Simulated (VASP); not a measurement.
Input of a VASP 6.6.1 run:

Contents of INCAR:

```
PREC = Accurate
ENCUT = 520
EDIFF = 1E-6
ISMEAR = -1
SIGMA = 0.05
LREAL = False
LASPH = True
NELM = 80
ALGO = Normal
ISIF = 2
LWAVE = False
LCHARG = False
GGA = PE
NBANDS = 22
```

The input KPOINTS:

```
regular mesh
0
Gamma
  13 13 10
```

Contents of POSCAR:

```
Rh
1.0
    1.9152057761      1.9152057761      0.0000000000
   -1.9152057761      1.9152057761      0.0000000000
    0.0000000000      0.0000000000      3.8304115522
Rh
2
Direct
    0.0000000000      0.0000000000      0.0000000000
    0.5000000000      0.5000000000      0.5000000000
```

Potentials or basis: VASP PAW PBE potentials, release 64 (Rh_pv).

The run is started by

```console
$ cat potpaw_PBE.64/Rh_pv/POTCAR > POTCAR
$ mpirun -np 1 vasp_std > vasp.out
```

(1) Predict the band gap on the k mesh.

(2) Estimate the pressure.

## Answers

(1) zero (bands 15 and 16 overlap by 2.27 eV).

(2) 0.0 GPa.
